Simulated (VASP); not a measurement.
Here is a VASP 6.6.1 calculation.

POSCAR

```
ZnSe
1.0
    0.0000000000      2.6929424785      2.6929424785
    2.6929424785      0.0000000000      2.6929424785
    2.6929424785      2.6929424785      0.0000000000
Se Zn
1 1
Direct
    0.0000000000      0.0000000000      0.0000000000
    0.5000000000      0.5000000000      0.5000000000
```

Contents of INCAR.step1:

```
PREC = Accurate
ENCUT = 520
ISMEAR = 0
SIGMA = 0.05
LREAL = F
LASPH = T
NELM = 100
NBANDS = 16
GGA = PE
ALGO = Normal
EDIFF = 1E-4
LWAVE = T
LCHARG = F
```

File INCAR.step2:

```
PREC = Accurate
ENCUT = 520
EDIFF = 1E-6
ISMEAR = 0
SIGMA = 0.05
LREAL = F
LASPH = T
NELM = 100
ALGO = Normal
ISIF = 2
LWAVE = F
LCHARG = T
METAGGA = R2SCAN
LMIXTAU = T
LELF = T
LVHAR = T
NBANDS = 16
ISTART = 1
```

Contents of KPOINTS:

```
Automatic mesh
0
Gamma
  12 12 12
```

Potentials or basis: VASP PAW PBE potentials, release 64 (Se, Zn).

Run with:

```console
$ cat potpaw_PBE.64/Se/POTCAR potpaw_PBE.64/Zn/POTCAR > POTCAR
$ cp INCAR.step1 INCAR
$ mpirun -np 1 vasp_std > vasp.out
$ cp INCAR.step2 INCAR
$ mpirun -np 1 vasp_std > vasp.out
```

(1) What does it give for the pressure?

(2) What does it give for the band gap on the k mesh?

Results:

(1) -2.7 GPa.

(2) zero (bands 9 and 10 overlap by 0.63 eV).

Caveat: semilocal functionals underestimate gaps, so a narrow gap can read as zero; the PAW data sets were made with another functional, which shifts forces and pressure a little.
